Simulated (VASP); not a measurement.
# InAs (Fm-3m) in VASP: a series of runs

The runs below take InAs through single point, relaxation of cell and atoms, with r2SCAN.

Everything below comes from runs of VASP 6.6.1. Logs are shortened: lines on timing, memory, paths and dates and some standing lists are left out, and cuts for length are marked.

## Step 1: The cell of the first run

The structure is cubic, space group Fm-3m (No. 225). The conventional cell has a = 5.683 Å, b = 5.683 Å, c = 5.683 Å, α = 90.00°, β = 90.00°, γ = 90.00°. Within 3.7 Å of In (site symmetry m-3m) lie 6 As at 2.84 Å. As (site symmetry m-3m) has 6 In at 2.84 Å within 3.7 Å.

## Step 2: Single point, r2SCAN

File POSCAR:

```
InAs
1.0
    0.0000000000      2.8414336507      2.8414336507
    2.8414336507      0.0000000000      2.8414336507
    2.8414336507      2.8414336507      0.0000000000
In As
1 1
Direct
    0.0000000000      0.0000000000      0.0000000000
    0.5000000000      0.5000000000      0.5000000000
```

File INCAR.step1:

```
PREC     = Accurate       # precision mode
ENCUT    = 520            # plane-wave cutoff, eV
ISMEAR   = -1             # smearing method
SIGMA    = 0.02           # smearing width, eV
LREAL    = F              # projectors in reciprocal space
LASPH    = T              # aspherical terms in the spheres
NELM     = 60             # most SCF steps
NBANDS   = 16             # bands
GGA      = PE             # functional
ALGO     = Normal         # electronic algorithm
EDIFF    = 1E-4           # SCF threshold, eV
LWAVE    = T              # write WAVECAR
LCHARG   = F              # write CHGCAR
```

File INCAR.step2:

```
PREC     = Accurate       # precision mode
ENCUT    = 520            # plane-wave cutoff, eV
EDIFF    = 1E-6           # SCF threshold, eV
ISMEAR   = -1             # smearing method
SIGMA    = 0.02           # smearing width, eV
LREAL    = F              # projectors in reciprocal space
LASPH    = T              # aspherical terms in the spheres
NELM     = 60             # most SCF steps
ALGO     = Normal         # electronic algorithm
ISIF     = 2              # what is computed and relaxed
LWAVE    = F              # write WAVECAR
LCHARG   = F              # write CHGCAR
METAGGA  = R2SCAN         # meta-GGA
LMIXTAU  = T            
NBANDS   = 16             # bands
ISTART   = 1
```

File KPOINTS:

```
regular mesh
0
Gamma
  8 8 8
```

Potentials or basis: VASP PAW PBE potentials, release 64 (In_d, As).

Command:

```sh
$ cat potpaw_PBE.64/In_d/POTCAR potpaw_PBE.64/As/POTCAR > POTCAR
$ cp INCAR.step1 INCAR
$ mpirun -np 1 vasp_std > vasp.out
$ cp INCAR.step2 INCAR
$ mpirun -np 1 vasp_std > vasp.out
```

OUTCAR:

```text
PREC = Accurate
   ENCUT = 520
   EDIFF = 1E-6
   ISMEAR = -1
   LREAL = F
   LASPH = T
   NELM = 60
   ISIF = 2
   METAGGA = R2SCAN
   ISTART = 1

 ion  position               nearest neighbor table
   1  0.000  0.000  0.000-   2 2.84   2 2.84   2 2.84   2 2.84   2 2.84   2 2.84
   2  0.500  0.500  0.500-   1 2.84   1 2.84   1 2.84   1 2.84   1 2.84   1 2.84

  LATTYP: Found a face centered cubic cell.
 ALAT       =     5.6828673014

  Lattice vectors:

 A1 = (   0.0000000000,   2.8414336507,   2.8414336507)
 A2 = (   2.8414336507,   0.0000000000,   2.8414336507)
 A3 = (   2.8414336507,   2.8414336507,   0.0000000000)

Analysis of symmetry for initial positions (statically):
=====================================================================
 Subroutine PRICEL returns:
 Original cell was already a primitive cell.

 Routine SETGRP: Setting up the symmetry group for a
 face centered cubic supercell.

 Subroutine GETGRP returns: Found 48 space group operations
 (whereof 48 operations were pure point group operations)
 out of a pool of 48 trial point group operations.

The static configuration has the point symmetry O_h .

Analysis of symmetry for dynamics (positions and initial velocities):
=====================================================================
 Subroutine PRICEL returns:
 Original cell was already a primitive cell.

 Routine SETGRP: Setting up the symmetry group for a
 face centered cubic supercell.

 Subroutine GETGRP returns: Found 48 space group operations
 (whereof 48 operations were pure point group operations)
 out of a pool of 48 trial point group operations.

The dynamic configuration has the point symmetry O_h .

 Subroutine INISYM returns: Found 48 space group operations
 (whereof 48 operations are pure point group operations),
 and found     1 'primitive' translations

----------------------------------------------------------------------------------------

                                     Primitive cell

  volume of cell :      45.8820

  direct lattice vectors                    reciprocal lattice vectors
     0.000000000  2.841433651  2.841433651    -0.175967508  0.175967508  0.175967508
     2.841433651  0.000000000  2.841433651     0.175967508 -0.175967508  0.175967508
     2.841433651  2.841433651  0.000000000     0.175967508  0.175967508 -0.175967508

  length of vectors
     4.018394005  4.018394005  4.018394005     0.304784665  0.304784665  0.304784665

  position of ions in fractional coordinates (direct lattice)
     0.000000000  0.000000000  0.000000000
     0.500000000  0.500000000  0.500000000

  ion indices of the primitive-cell ions
   primitive index   ion index
                 1           1
                 2           2

----------------------------------------------------------------------------------------

 KPOINTS: regular mesh

Automatic generation of k-mesh.
 Grid dimensions read from file:
 generate k-points for:    8    8    8

 Generating k-lattice:

  Cartesian coordinates                     Fractional coordinates (reciprocal lattice)
    -0.021995939  0.021995939  0.021995939     0.125000000  0.000000000  0.000000000
     0.021995939 -0.021995939  0.021995939     0.000000000  0.125000000  0.000000000
     0.021995939  0.021995939 -0.021995939     0.000000000  0.000000000  0.125000000

  Length of vectors
     0.038098083  0.038098083  0.038098083

  Shift w.r.t. Gamma in fractional coordinates (k-lattice)
     0.000000000  0.000000000  0.000000000

 Subroutine IBZKPT returns following result:
 ===========================================

 Found     29 irreducible k-points:

 Following reciprocal coordinates:
            Coordinates               Weight
  0.000000  0.000000  0.000000      1.000000
  0.125000  0.000000  0.000000      8.000000
  0.250000  0.000000  0.000000      8.000000
  0.375000  0.000000  0.000000      8.000000
  0.500000  0.000000  0.000000      4.000000
  0.125000  0.125000  0.000000      6.000000
[... 16 lines left out ...]
  0.500000  0.250000  0.125000     48.000000
 -0.375000  0.250000  0.125000     24.000000
 [... further k-points ...]
   k-points           NKPTS =     29   k-points in BZ     NKDIM =     29   number of bands    NBANDS=     16
   number of dos      NEDOS =    301   number of ions     NIONS =      2
   total plane-waves  NPLWV =  27000
   dimension x,y,z NGX =    30 NGY =   30 NGZ =   30
   dimension x,y,z NGXF=    60 NGYF=   60 NGZF=   60
   ions per type =               1   1
   NGX,Y,Z   is equivalent  to a cutoff of  12.41, 12.41, 12.41 a.u.
   NGXF,Y,Z  is equivalent  to a cutoff of  24.82, 24.82, 24.82 a.u.
 SYSTEM =  unknown system
   PREC   = accura    normal or accurate (medium, high low for compatibility)
   ISTART =      1    job   : 0-new  1-cont  2-samecut
   ICHARG =      0    charge: 1-file 2-atom 10-const
   ISPIN  =      1    spin polarized calculation?
   LNONCOLLINEAR =      F non collinear calculations
   LSORBIT =      F    spin-orbit coupling
   LASPH  =      T    aspherical Exc in radial PAW
   ENCUT  =  520.0 eV  38.22 Ry    6.18 a.u.   7.47  7.47  7.47*2*pi/ulx,y,z
   NELM   =     60;   NELMIN=  2; NELMDL=  0     # of ELM steps
   EDIFF  = 0.1E-05   stopping-criterion for ELM
   LREAL  =      F    real-space projection
   EDIFFG = 0.1E-04   stopping-criterion for IOM
   NSW    =      0    number of steps for IOM
   IBRION =     -1    ionic relax: 0-MD 1-quasi-New 2-CG
   NFREE  =      0    steps in history (QN), initial steepest desc. (CG)
   ISIF   =      2    stress and relaxation
   ISYM   =      2    0-nonsym 1-usesym 2-fastsym
   POTIM  = 0.5000    time-step for ionic-motion
   TEBEG  =    0.0;   TEEND  =   0.0 temperature during run
   PSTRESS=    0.0 pullay stress
   NELECT =      18.0000    total number of electrons
   NUPDOWN=      -1.0000    fix difference up-down
   EMIN   =  10.00;   EMAX   =-10.00  energy-range for DOS
   EFERMI =   0.00;   METHOD = LEGACY
   ISMEAR =    -1;   SIGMA  =   0.02  broadening in eV -4-tet -1-fermi 0-gaus
   EFERMI_NEDOS =   21; number of points for ismear=-14 and -15
   IALGO  =     38    algorithm
   IMIX   =      4    mixing-type and parameters
     AMIX     =   0.40;   BMIX     =  1.00
     AMIX_MAG =   1.60;   BMIX_MAG =  1.00
  volume/ion in A,a.u.               =      22.94       154.81
  Fermi-wavevector in a.u.,A,eV,Ry     =   1.198445  2.264733 19.541649  1.436271
  Thomas-Fermi vector in A             =   2.334334
   LORBIT       =      0    0 simple, 1 ext, 2 COOP (PROOUT), +10 PAW based schemes
   METAGGA = R2SCAN    functional components
   LHFCALC =     F    Hartree Fock is set to
   AEXX    =    0.0000 exact exchange contribution
   IVDW    =     0    specifies the selected vdW correction
   LEPSILON=     F    determine dielectric tensor
   LRPA    =     F    only Hartree local field effects (RPA)
 non-spin polarized calculation
  energy-cutoff  :      520.00
  volume of cell :       45.88
 maximum number of plane-waves:      1254
 NGX is ok and might be reduce to    30
   NGX = 15   NGY = 15   NGZ = 15

 number of electron      17.9999990 magnetization

 Free energy of the ion-electron system (eV)
  ---------------------------------------------------
  ext. energy  EPLUGINS =         0.00000000
  ---------------------------------------------------
  free energy    TOTEN  =       -37.56812162 eV

  energy without entropy =      -37.56521905  energy(sigma->0) =      -37.56667033

 E-fermi :   6.2524     XC(G=0): -10.8545

 val. band max:        6.2449354776   @ k =   0.3750   0.0000   0.0000
 cond. band min:       6.2633031281   @ k =  -0.3750   0.3750   0.0000
 fundamental gap:      0.0183676505
 Fermi energy:         6.2524341737

 k-point     1 :       0.0000    0.0000    0.0000
  band No.  band energies     occupation
      1      -8.7789      2.00000
      2      -8.7789      2.00000
      3      -8.7438      2.00000
      4      -8.7438      2.00000
      5      -8.7438      2.00000
      6      -6.6439      2.00000
[... 8 lines left out ...]
     15      14.4267      0.00000
     16      14.4267      0.00000

 k-point     2 :       0.1250    0.0000    0.0000
  band No.  band energies     occupation
      1      -8.7864      2.00000
      2      -8.7864      2.00000
      3      -8.7442      2.00000
      4      -8.7363      2.00000
      5      -8.7363      2.00000
      6      -6.4594      2.00000
[... 8 lines left out ...]
     15      14.4261      0.00000
     16      14.4261      0.00000

 k-point     3 :       0.2500    0.0000    0.0000
  band No.  band energies     occupation
      1      -8.8077      2.00000
      2      -8.8077      2.00000
      3      -8.7463      2.00000
      4      -8.7148      2.00000
      5      -8.7148      2.00000
      6      -5.9342      2.00000
[... 8 lines left out ...]
     15      15.5170      0.00000
     16      15.5170      0.00000

 k-point     4 :       0.3750    0.0000    0.0000
  band No.  band energies     occupation
      1      -8.8300      2.00000
      2      -8.8300      2.00000
      3      -8.7499      2.00000
      4      -8.6920      2.00000
      5      -8.6920      2.00000
      6      -5.2109      2.00000
[... 8 lines left out ...]
     15      17.2196      0.00000
     16      17.2196      0.00000
[... 324 lines left out ...]
 k-point    22 :       0.3750    0.2500    0.1250
  band No.  band energies     occupation
      1      -8.8879      2.00000
      2      -8.7869      2.00000
      3      -8.7524      2.00000
      4      -8.7023      2.00000
      5      -8.7003      2.00000
      6      -5.4220      2.00000
[... 8 lines left out ...]
     15      17.4590      0.00000
     16      18.5570      0.00000

 k-point    23 :       0.5000    0.2500    0.1250
  band No.  band energies     occupation
      1      -8.9189      2.00000
      2      -8.8048      2.00000
      3      -8.7422      2.00000
      4      -8.7016      2.00000
      5      -8.6827      2.00000
      6      -4.7116      2.00000
[... 8 lines left out ...]
     15      18.0116      0.00000
     16      19.0015      0.00000

 k-point    24 :      -0.3750    0.2500    0.1250
  band No.  band energies     occupation
      1      -8.9293      2.00000
      2      -8.8138      2.00000
      3      -8.7329      2.00000
      4      -8.7071      2.00000
      5      -8.6746      2.00000
      6      -4.3122      2.00000
[... 8 lines left out ...]
     15      16.6274      0.00000
     16      19.8924      0.00000

 [... further k-points ...]

------------------------ aborting loop because EDIFF is reached ----------------------------------------

  FORCE on cell =-STRESS in cart. coord.  units (eV):
  Direction    XX          YY          ZZ          XY          YZ          ZX
  --------------------------------------------------------------------------------------
  -------------------------------------------------------------------------------------
  Total        0.0228890      0.0228890      0.0228890      0.0000000     -0.0000000      0.0000000
  in kB        0.7992711      0.7992711      0.7992711      0.0000000     -0.0000000      0.0000000
  external PRESSURE =       0.7992711 kB  Pullay stress =       0.0000000 kB

 VOLUME and BASIS-vectors are now :
 -----------------------------------------------------------------------------
  energy-cutoff  :      520.00
  volume of cell :       45.88
      direct lattice vectors                 reciprocal lattice vectors
     0.000000000  2.841433651  2.841433651    -0.175967508  0.175967508  0.175967508
     2.841433651  0.000000000  2.841433651     0.175967508 -0.175967508  0.175967508
     2.841433651  2.841433651  0.000000000     0.175967508  0.175967508 -0.175967508

 POSITION                                       TOTAL-FORCE (eV/Angst)
 -----------------------------------------------------------------------------------
      0.00000      0.00000      0.00000        -0.000000      0.000000      0.000000
      2.84143      2.84143      2.84143         0.000000     -0.000000     -0.000000
 -----------------------------------------------------------------------------------
    total drift:                               -0.000000      0.000000      0.000000

  FREE ENERGIE OF THE ION-ELECTRON SYSTEM (eV)
  ---------------------------------------------------
  free  energy   TOTEN  =       -37.5681216155 eV

  energy  without entropy=      -37.5652190474  energy(sigma->0) =      -37.56667033
```

It took 2.8 min on 1 thread of Intel Xeon 8259CL, shared host; peak memory 0.18 GiB.

Results:

- Free energy: -37.5681 eV
- Pressure: 0.1 GPa
- Band gap on the k mesh: zero (bands 9 and 10 overlap by 2.79 eV)

Caveat: the structure was generated, so it needn't be the stable form of InAs; the PAW data sets were made with another functional, which shifts forces and pressure a little; spin-orbit coupling is left out, which moves the levels of the heavy elements.

(Continued in part 2 of 2.)
